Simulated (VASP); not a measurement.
Here is a VASP 6.6.1 calculation.

Contents of INCAR:

```
SYSTEM = BN
PREC     = Accurate       ! precision mode
ENCUT    = 520            ! plane-wave cutoff, eV
EDIFF    = 1E-8           ! SCF threshold, eV
ISMEAR   = 0              ! smearing method
SIGMA    = 0.01           ! smearing width, eV
LREAL    = .False.        ! projectors in reciprocal space
LASPH    = .True.         ! aspherical terms in the spheres
NELM     = 80             ! most SCF steps
ALGO     = Normal         ! electronic algorithm
ISIF     = 2              ! what is computed and relaxed
LWAVE    = .False.        ! write WAVECAR
LCHARG   = .False.        ! write CHGCAR
NBANDS   = 11             ! bands
IBRION   = 8              ! ionic algorithm
NSW      = 1              ! ionic steps
LEPSILON = .True.         ! dielectric tensor by DFPT
```

The input KPOINTS:

```
regular mesh
0
Gamma
  12 12 12
  0 0 0
```

The input POSCAR:

```
BN
1.0
    0.0000000000      1.6737000000      1.6737000000
    1.6737000000      0.0000000000      1.6737000000
    1.6737000000      1.6737000000      0.0000000000
B N
1 1
Direct
    0.0000000000      0.0000000000      0.0000000000
    0.2500000000      0.2500000000      0.2500000000
```

Potentials or basis: VASP PAW LDA potentials, release 64 (B, N).

The run is started by

```bash
$ cat potpaw_LDA.64/B/POTCAR potpaw_LDA.64/N/POTCAR > POTCAR
$ mpirun -np 1 vasp_std > vasp.out
```

Task: What does it give for the electronic dielectric tensor (diagonal)?

Result: 4.43.

Task: What does it give for the Born charges (mean of the diagonal)?

Result: B +1.77; N -1.77 e.

Task: What does it give for the highest phonon frequency at Γ, LO-TO splitting left out?

Result: 1356 cm⁻¹.

Phonon frequencies in cm⁻¹ (negative: imaginary):
```tsv
q point	frequencies
(0.000, 0.000, 0.000)	0 0 0 1356 1356 1356
```

Caveat: the cell wasn't relaxed at this level first, which shifts response properties.
